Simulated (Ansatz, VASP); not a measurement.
# Two plane-wave programs on Ta2Al5

```
CELL_PARAMETERS angstrom
4.75170 -1.91851 0.01082
4.75170 1.91851 0.01082
-0.71091 0.00000 6.24152
ATOMIC_POSITIONS crystal
Ta 0.43475 0.43475 0.28121
Ta 0.56525 0.56525 0.71879
Al 0.85439 0.85439 0.57523
Al 0.71842 0.71842 0.14467
Al 0.14561 0.14561 0.42477
Al 0.28158 0.28158 0.85533
Al 0.00000 0.00000 0.00000
```

Alike in both runs: task relaxation of cell and atoms; functional PBE; k mesh 10 × 10 × 6; occupations gaussian, width 0.1 eV; no spin polarisation.

|  | VASP | Ansatz |
| --- | --- | --- |
| version | VASP 6.6.1 | Ansatz 0.2.0 |
| potentials or method | VASP PAW PBE potentials, release 64 (Ta_pv, Al), cutoff 600 eV | scalar-relativistic, plane waves, PAW |
| valence electrons in the cell | 37 | 41 |

|  | VASP | Ansatz | Ansatz less VASP |
| --- | --- | --- | --- |
| gap on the k mesh at the Fermi level, each at its own relaxed structure (eV) | none | none | - |
| relaxed volume (Å³/atom) | 16.26 | 16.26 | -0.002 |
| relaxed length of the cell vector where the two differ most in proportion (Å) | 6.282 | 6.281 | -0.0003 |

A gap of «none» marks a metal or a gap that the smearing closes. VASP's potentials hold 37 valence electrons a cell and Ansatz's 41, so a difference there can come from the potentials and not from the codes.

Neither program's run includes spin-orbit coupling.
